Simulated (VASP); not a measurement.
Input of a VASP 6.6.1 run:

File INCAR:

```
PREC = Accurate ; ENCUT = 520
EDIFF = 1E-6 ; ISMEAR = 0
SIGMA = 0.1 ; LREAL = False
LASPH = True ; NELM = 80
ALGO = Normal ; ISIF = 2
LWAVE = False ; LCHARG = False
GGA = CA ; NBANDS = 16
```

File KPOINTS:

```
regular mesh
0
Gamma
  9 9 6
```

File POSCAR:

```
ZrB2
1.0
    3.1356928512      0.0000000000      0.0000000000
   -1.5678464256      2.7155896676      0.0000000000
    0.0000000000      0.0000000000      3.4863225682
Zr B
1 2
Direct
    0.0000000000      0.0000000000      0.0000000000
    0.3333333333      0.6666666667      0.5000000000
    0.6666666667      0.3333333333      0.5000000000
```

Potentials or basis: VASP PAW LDA potentials, release 64 (Zr_sv, B).

The run is started by

```console
$ cat potpaw_LDA.64/Zr_sv/POTCAR potpaw_LDA.64/B/POTCAR > POTCAR
$ mpirun -np 1 vasp_std > vasp.out
```

Predict the band gap on the k mesh.

zero (bands 9 and 10 overlap by 0.81 eV).

Estimate the pressure.

0.3 GPa.

Stress tensor (GPa, compression positive):
```
0.20 0.00 0.00
0.00 0.20 0.00
0.00 0.00 0.36
```
